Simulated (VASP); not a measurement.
Set up this calculation in VASP 6.6.1, as the native input.

```yaml
Task: single point
Functional: PBE
Potentials_or_basis: VASP PAW PBE potentials, release 64 (Be, Al)
Cutoff: 520 eV
k_mesh: 4 × 4 × 6
Occupations: gaussian, width 0.1 eV
Spin: no spin polarisation
Dipole_correction: no
Further_INCAR_settings: ALGO = Normal; EDIFF = 1e-06; NBANDS = 20
```

The structure of Be3Al5 lies in POSCAR:

```
Be3Al5
1.0
    5.9775453566      0.0000000000      0.0000000000
    0.0000000000      5.9775453566      0.0000000000
    0.0000000000      0.0000000000      3.0340037078
Be Al
3 5
Direct
    0.0000000000      0.5000000000      0.0000000000
    0.5000000000      0.0000000000      0.0000000000
    0.5000000000      0.5000000000      0.0000000000
    0.7348866486      0.7348866486      0.5000000000
    0.2651133514      0.2651133514      0.5000000000
    0.2651133514      0.7348866486      0.5000000000
    0.0000000000      0.0000000000      0.0000000000
    0.7348866486      0.2651133514      0.5000000000
```

The input as run:

INCAR

```
PREC     = Accurate       # precision mode
ENCUT    = 520            # plane-wave cutoff, eV
EDIFF    = 1E-6           # SCF threshold, eV
ISMEAR   = 0              # smearing method
SIGMA    = 0.1            # smearing width, eV
LREAL    = F              # projectors in reciprocal space
LASPH    = T              # aspherical terms in the spheres
NELM     = 100            # most SCF steps
ALGO     = Normal         # electronic algorithm
ISIF     = 2              # what is computed and relaxed
LWAVE    = F              # write WAVECAR
LCHARG   = T              # write CHGCAR
GGA      = PE             # functional
LELF     = T              # ELF
LVHAR    = T            
NBANDS   = 20             # bands
```

KPOINTS

```
regular mesh
0
Gamma
  4 4 6
```

Potentials or basis: VASP PAW PBE potentials, release 64 (Be, Al).

Run with:

```bash
$ cat potpaw_PBE.64/Be/POTCAR potpaw_PBE.64/Al/POTCAR > POTCAR
$ mpirun -np 1 vasp_std > vasp.out
```

It gave:

```json
{"Pressure": "0.1 GPa", "Largest force": "0.042 eV/Å", "Band gap on the k mesh": "zero (an odd number of electrons rules out a gap without spin polarisation)"}
```

It took 30 s on 1 thread of Intel(R) Xeon(R) Platinum 8259CL CPU @ 2.50GHz (Skylake/Cascade Lake), on a shared host, peak memory 0.23 GiB.
